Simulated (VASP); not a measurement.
# Sr (P6_3/mmc) in VASP: single point with PBE

Aim: the single point of Sr with PBE.

All numbers are computed with VASP 6.6.1; they aren't measurements. Logs are shortened: lines on timing, memory, paths and dates and some standing lists are left out, and cuts for length are marked.

### 1 The cell of the first run

Symmetry: P6_3/mmc, No. 194, hexagonal system. The conventional cell has a = 4.062 Å, b = 4.062 Å, c = 6.403 Å, α = 90.00°, β = 90.00°, γ = 120.00°. Sr (site symmetry -6m2) has 12 Sr at 3.97 to 4.06 Å within 5.2 Å.

This isn't the form of Sr at room conditions, which is fcc.

### 2 Single point, PBE (Mg replaced by Sr, lengths x 1.230, strained)

File INCAR:

```
SYSTEM = Sr
PREC     = Accurate       ! precision mode
ENCUT    = 520            ! plane-wave cutoff, eV
EDIFF    = 1E-7           ! SCF threshold, eV
ISMEAR   = 0              ! smearing method
SIGMA    = 0.1            ! smearing width, eV
LREAL    = .FALSE.        ! projectors in reciprocal space
LASPH    = .TRUE.         ! aspherical terms in the spheres
NELM     = 100            ! most SCF steps
ALGO     = Fast           ! electronic algorithm
ISIF     = 2              ! what is computed and relaxed
LWAVE    = .FALSE.        ! write WAVECAR
LCHARG   = .TRUE.         ! write CHGCAR
GGA      = PE             ! functional
LELF     = .TRUE.         ! ELF
LVHAR    = .TRUE.       
NBANDS   = 17             ! bands
```

File KPOINTS:

```
regular mesh
0
G
  6 6 4
  0 0 0
```

File POSCAR:

```
Sr
1.0
    4.0623600913      0.0000000000      0.0000000000
   -2.0311800456      3.5181070384      0.0000000000
    0.0000000000      0.0000000000      6.4031120010
Sr
2
Direct
    0.3333333333      0.6666666667      0.2500000000
    0.6666666667      0.3333333333      0.7500000000
```

Potentials or basis: VASP PAW PBE potentials, release 64 (Sr_sv).

On the command line:

```
$ cat potpaw_PBE.64/Sr_sv/POTCAR > POTCAR
$ mpirun -np 1 vasp_std > vasp.out
```

OUTCAR:

```text
SYSTEM = Sr
   PREC = Accurate
   ENCUT = 520
   EDIFF = 1E-7
   ISMEAR = 0
   LREAL = .FALSE.
   LASPH = .TRUE.
   NELM = 100
   ISIF = 2
   GGA = PE

 ion  position               nearest neighbor table
   1  0.333  0.667  0.250-   2 3.97   2 3.97   2 3.97   2 3.97   2 3.97   2 3.97
   2  0.667  0.333  0.750-   1 3.97   1 3.97   1 3.97   1 3.97   1 3.97   1 3.97

  LATTYP: Found a hexagonal cell.
 ALAT       =     4.0623600913
 C/A-ratio  =     1.5762049294

  Lattice vectors:

 A1 = (   4.0623600913,   0.0000000000,   0.0000000000)
 A2 = (  -2.0311800456,   3.5181070384,   0.0000000000)
 A3 = (   0.0000000000,   0.0000000000,   6.4031120010)

Analysis of symmetry for initial positions (statically):
=====================================================================
 Subroutine PRICEL returns:
 Original cell was already a primitive cell.

 Routine SETGRP: Setting up the symmetry group for a
 hexagonal supercell.

 Subroutine GETGRP returns: Found 24 space group operations
 (whereof 12 operations were pure point group operations)
 out of a pool of 24 trial point group operations.

The static configuration has the point symmetry D_3d.
 The point group associated with its full space group is D_6h.

Analysis of symmetry for dynamics (positions and initial velocities):
=====================================================================
 Subroutine PRICEL returns:
 Original cell was already a primitive cell.

 Routine SETGRP: Setting up the symmetry group for a
 hexagonal supercell.

 Subroutine GETGRP returns: Found 24 space group operations
 (whereof 12 operations were pure point group operations)
 out of a pool of 24 trial point group operations.

The dynamic configuration has the point symmetry D_3d.
 The point group associated with its full space group is D_6h.

 Subroutine INISYM returns: Found 24 space group operations
 (whereof 12 operations are pure point group operations),
 and found     1 'primitive' translations

----------------------------------------------------------------------------------------

                                     Primitive cell

  volume of cell :      91.5121

  direct lattice vectors                    reciprocal lattice vectors
     4.062360091  0.000000000  0.000000000     0.246162324  0.142121884  0.000000000
    -2.031180046  3.518107038  0.000000000     0.000000000  0.284243768  0.000000000
     0.000000000  0.000000000  6.403112001     0.000000000  0.000000000  0.156174060

  length of vectors
     4.062360091  4.062360091  6.403112001     0.284243768  0.284243768  0.156174060

  position of ions in fractional coordinates (direct lattice)
     0.333333333  0.666666667  0.250000000
     0.666666667  0.333333333  0.750000000

  ion indices of the primitive-cell ions
   primitive index   ion index
                 1           1
                 2           2

----------------------------------------------------------------------------------------

 KPOINTS: regular mesh

Automatic generation of k-mesh.
 Grid dimensions read from file:
 generate k-points for:    6    6    4

 Generating k-lattice:

  Cartesian coordinates                     Fractional coordinates (reciprocal lattice)
     0.041027054  0.023686981  0.000000000     0.166666667  0.000000000  0.000000000
     0.000000000  0.047373961  0.000000000     0.000000000  0.166666667  0.000000000
     0.000000000  0.000000000  0.039043515     0.000000000  0.000000000  0.250000000

  Length of vectors
     0.047373961  0.047373961  0.039043515

  Shift w.r.t. Gamma in fractional coordinates (k-lattice)
     0.000000000  0.000000000  0.000000000

 Subroutine IBZKPT returns following result:
 ===========================================

 Found     21 irreducible k-points:

 Following reciprocal coordinates:
            Coordinates               Weight
  0.000000  0.000000  0.000000      1.000000
  0.166667 -0.000000  0.000000      6.000000
  0.333333 -0.000000  0.000000      6.000000
  0.500000 -0.000000  0.000000      3.000000
  0.166667  0.166667  0.000000      6.000000
  0.333333  0.166667  0.000000     12.000000
[... 13 lines left out ...]
  0.333333  0.166667  0.500000     12.000000
  0.333333  0.333333  0.500000      2.000000
   k-points           NKPTS =     21   k-points in BZ     NKDIM =     21   number of bands    NBANDS=     17
   number of dos      NEDOS =    301   number of ions     NIONS =      2
   total plane-waves  NPLWV =  43200
   dimension x,y,z NGX =    30 NGY =   30 NGZ =   48
   dimension x,y,z NGXF=    60 NGYF=   60 NGZF=   96
   ions per type =               2
   NGX,Y,Z   is equivalent  to a cutoff of  12.28, 12.28, 12.46 a.u.
   NGXF,Y,Z  is equivalent  to a cutoff of  24.55, 24.55, 24.92 a.u.
 SYSTEM =  Sr
   PREC   = accura    normal or accurate (medium, high low for compatibility)
   ISTART =      0    job   : 0-new  1-cont  2-samecut
   ICHARG =      2    charge: 1-file 2-atom 10-const
   ISPIN  =      1    spin polarized calculation?
   LNONCOLLINEAR =      F non collinear calculations
   LSORBIT =      F    spin-orbit coupling
   LASPH  =      T    aspherical Exc in radial PAW
   ENCUT  =  520.0 eV  38.22 Ry    6.18 a.u.   7.55  7.55 11.91*2*pi/ulx,y,z
   NELM   =    100;   NELMIN=  2; NELMDL= -5     # of ELM steps
   EDIFF  = 0.1E-06   stopping-criterion for ELM
   LREAL  =      F    real-space projection
   EDIFFG = 0.1E-05   stopping-criterion for IOM
   NSW    =      0    number of steps for IOM
   IBRION =     -1    ionic relax: 0-MD 1-quasi-New 2-CG
   NFREE  =      0    steps in history (QN), initial steepest desc. (CG)
   ISIF   =      2    stress and relaxation
   ISYM   =      2    0-nonsym 1-usesym 2-fastsym
   POTIM  = 0.5000    time-step for ionic-motion
   TEBEG  =    0.0;   TEEND  =   0.0 temperature during run
   PSTRESS=    0.0 pullay stress
   NELECT =      20.0000    total number of electrons
   NUPDOWN=      -1.0000    fix difference up-down
   EMIN   =  10.00;   EMAX   =-10.00  energy-range for DOS
   EFERMI =   0.00;   METHOD = LEGACY
   ISMEAR =     0;   SIGMA  =   0.10  broadening in eV -4-tet -1-fermi 0-gaus
   EFERMI_NEDOS =   21; number of points for ismear=-14 and -15
   IALGO  =     68    algorithm
   IMIX   =      4    mixing-type and parameters
     AMIX     =   0.40;   BMIX     =  1.00
     AMIX_MAG =   1.60;   BMIX_MAG =  1.00
  volume/ion in A,a.u.               =      45.76       308.78
  Fermi-wavevector in a.u.,A,eV,Ry     =   0.986110  1.863477 13.230478  0.972413
  Thomas-Fermi vector in A             =   2.117467
   LORBIT       =      0    0 simple, 1 ext, 2 COOP (PROOUT), +10 PAW based schemes
   GGA     = PE    functional components
   LHFCALC =     F    Hartree Fock is set to
   AEXX    =    0.0000 exact exchange contribution
   IVDW    =     0    specifies the selected vdW correction
   LEPSILON=     F    determine dielectric tensor
   LRPA    =     F    only Hartree local field effects (RPA)
 non-spin polarized calculation
 RMM-DIIS sequential band-by-band and
 Gauss-broadening in eV      SIGMA  =   0.10
  energy-cutoff  :      520.00
  volume of cell :       91.51
 maximum number of plane-waves:      2486
   NGX = 15   NGY = 15   NGZ = 23

 number of electron      20.0000000 magnetization

 Free energy of the ion-electron system (eV)
  ---------------------------------------------------
  ext. energy  EPLUGINS =         0.00000000
  ---------------------------------------------------
  free energy    TOTEN  =        -3.09100988 eV

  energy without entropy =       -3.07250572  energy(sigma->0) =       -3.08175780

 E-fermi :   2.2610     XC(G=0):  -7.9290

 val. band max:        2.2278195907   @ k =   0.3333   0.1667   0.0000
 cond. band min:       2.3101514955   @ k =   0.3333   0.1667   0.0000
 fundamental gap:      0.0823319047
 Fermi energy:         2.2609563274

 k-point     1 :       0.0000    0.0000    0.0000
  band No.  band energies     occupation
      1     -34.0010      2.00000
      2     -33.9628      2.00000
      3     -16.2392      2.00000
      4     -15.8980      2.00000
      5     -15.8980      2.00000
      6     -15.8387      2.00000
[... 9 lines left out ...]
     16       5.2558      0.00000
     17       5.6925      0.00000

 k-point     2 :       0.1667   -0.0000    0.0000
  band No.  band energies     occupation
      1     -33.9940      2.00000
      2     -33.9604      2.00000
      3     -16.2067      2.00000
      4     -15.9619      2.00000
      5     -15.9191      2.00000
      6     -15.9050      2.00000
[... 9 lines left out ...]
     16       5.2573      0.00000
     17       5.5371      0.00000

 k-point     3 :       0.3333   -0.0000    0.0000
  band No.  band energies     occupation
      1     -33.9788      2.00000
      2     -33.9569      2.00000
      3     -16.1275      2.00000
      4     -16.0913      2.00000
      5     -16.0289      2.00000
      6     -15.9584      2.00000
[... 9 lines left out ...]
     16       6.3657      0.00000
     17       6.4860      0.00000

 k-point     4 :       0.5000   -0.0000    0.0000
  band No.  band energies     occupation
      1     -33.9694      2.00000
      2     -33.9569      2.00000
      3     -16.1562      2.00000
      4     -16.0875      2.00000
      5     -16.0686      2.00000
      6     -15.9773      2.00000
[... 9 lines left out ...]
     16       7.5826      0.00000
     17       7.7288      0.00000
[... 283 lines left out ...]
      1     -33.9702      2.00000
      2     -33.9702      2.00000
      3     -16.1080      2.00000
      4     -16.1080      2.00000
      5     -15.9423      2.00000
      6     -15.9423      2.00000
[... 9 lines left out ...]
     16       5.2362      0.00000
     17       6.7751      0.00000

 k-point    20 :       0.3333    0.1667    0.5000
  band No.  band energies     occupation
      1     -33.9632      2.00000
      2     -33.9632      2.00000
      3     -16.1626      2.00000
      4     -16.1626      2.00000
      5     -15.9851      2.00000
      6     -15.9851      2.00000
[... 9 lines left out ...]
     16       5.3559      0.00000
     17       7.2306      0.00000

 k-point    21 :       0.3333    0.3333    0.5000
  band No.  band energies     occupation
      1     -33.9608      2.00000
      2     -33.9608      2.00000
      3     -16.1448      2.00000
      4     -16.1448      2.00000
      5     -16.0437      2.00000
      6     -16.0437      2.00000
[... 9 lines left out ...]
     16       5.5156      0.00000
     17       6.9735      0.00000

------------------------ aborting loop because EDIFF is reached ----------------------------------------

  FORCE on cell =-STRESS in cart. coord.  units (eV):
  Direction    XX          YY          ZZ          XY          YZ          ZX
  --------------------------------------------------------------------------------------
  -------------------------------------------------------------------------------------
  Total        1.5286157      1.5286157      2.0425736      0.0000000     -0.0000000      0.0000000
  in kB       26.7627243     26.7627243     35.7610073      0.0000000     -0.0000000      0.0000000
  external PRESSURE =      29.7621520 kB  Pullay stress =       0.0000000 kB

 VOLUME and BASIS-vectors are now :
 -----------------------------------------------------------------------------
  energy-cutoff  :      520.00
  volume of cell :       91.51
      direct lattice vectors                 reciprocal lattice vectors
     4.062360091  0.000000000  0.000000000     0.246162324  0.142121884  0.000000000
    -2.031180046  3.518107038  0.000000000     0.000000000  0.284243768  0.000000000
     0.000000000  0.000000000  6.403112001     0.000000000  0.000000000  0.156174060

 POSITION                                       TOTAL-FORCE (eV/Angst)
 -----------------------------------------------------------------------------------
     -0.00000      2.34540      1.60078         0.000000     -0.000000      0.000000
      2.03118      1.17270      4.80233        -0.000000      0.000000      0.000000
 -----------------------------------------------------------------------------------
    total drift:                               -0.000000      0.000000     -0.000000

  FREE ENERGIE OF THE ION-ELECTRON SYSTEM (eV)
  ---------------------------------------------------
  free  energy   TOTEN  =        -3.0910098785 eV

  energy  without entropy=       -3.0725057212  energy(sigma->0) =       -3.08175780
```

Wall time 18 s (1 thread of Intel Xeon 6975P-C (Granite Rapids), shared host); peak memory 0.2 GiB.

What came out:

| Quantity | Value |
| --- | --- |
| Free energy | -3.0910 eV |
| Pressure | 3.0 GPa |
| Band gap on the k mesh | zero (bands 10 and 11 overlap by 0.19 eV) |

Levels at points of the mesh, in eV from the Fermi level:
```tsv
k point	band 7	band 8	band 9	band 10	band 11	band 12	band 13	band 14
(0.00, 0.00, 0.00)	-18.10	-18.10	-3.91	-1.15	0.53	2.43	2.43	2.71
(0.50, 0.00, 0.00)	-18.20	-18.14	-1.17	-0.54	-0.06	0.17	1.64	2.21
(0.00, 0.00, 0.50)	-18.13	-18.13	-2.75	-2.75	1.49	1.49	2.39	2.39
(0.50, 0.00, 0.50)	-18.19	-18.19	-0.94	-0.94	0.45	0.45	1.49	1.49
```

Caveat: the cell differs from its parent crystal (Mg replaced by Sr, lengths x 1.230, strained).
